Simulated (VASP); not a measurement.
TaN, 2 atoms in the cell. It takes space group P-6m2 (No. 187, hexagonal). The conventional cell has a = 2.977 Å, b = 2.977 Å, c = 2.921 Å, α = 90.00°, β = 90.00°, γ = 120.00°. Within 3.0 Å of Ta (site symmetry -6m2) lie 6 N at 2.26 Å and 8 Ta at 2.92 to 2.98 Å. Within 3.0 Å of N (site symmetry -6m2) lie 6 Ta at 2.26 Å and 8 N at 2.92 to 2.98 Å. 

```yaml
Program: VASP 6.6.1
Task: single point
Functional: PBE
Potentials_or_basis: VASP PAW PBE potentials, release 64 (Ta_pv, N)
Cutoff: 600 eV
k_mesh: 10 × 10 × 9
Occupations: fermi-dirac, width 0.05 eV
Spin: no spin polarisation
Dipole_correction: no
Further_INCAR_settings: ALGO = Normal; EDIFF = 1e-06; NBANDS = 15
```

Potentials or basis: VASP PAW PBE potentials, release 64 (Ta_pv, N).

Launch:

```console
$ cat potpaw_PBE.64/Ta_pv/POTCAR potpaw_PBE.64/N/POTCAR > POTCAR
$ mpirun -np 1 vasp_std > vasp.out
```

Hardware: 1 thread of AMD EPYC 9R45 96-Core Processor (Zen 5), with other jobs on the host.

Q: Estimate the wall time of this run.

A: Run time: 13 s on 1 thread of AMD EPYC 9R45 96-Core Processor (Zen 5), on a shared host, peak memory 0.13 GiB. Counts: scf iterations 13, k points 70.
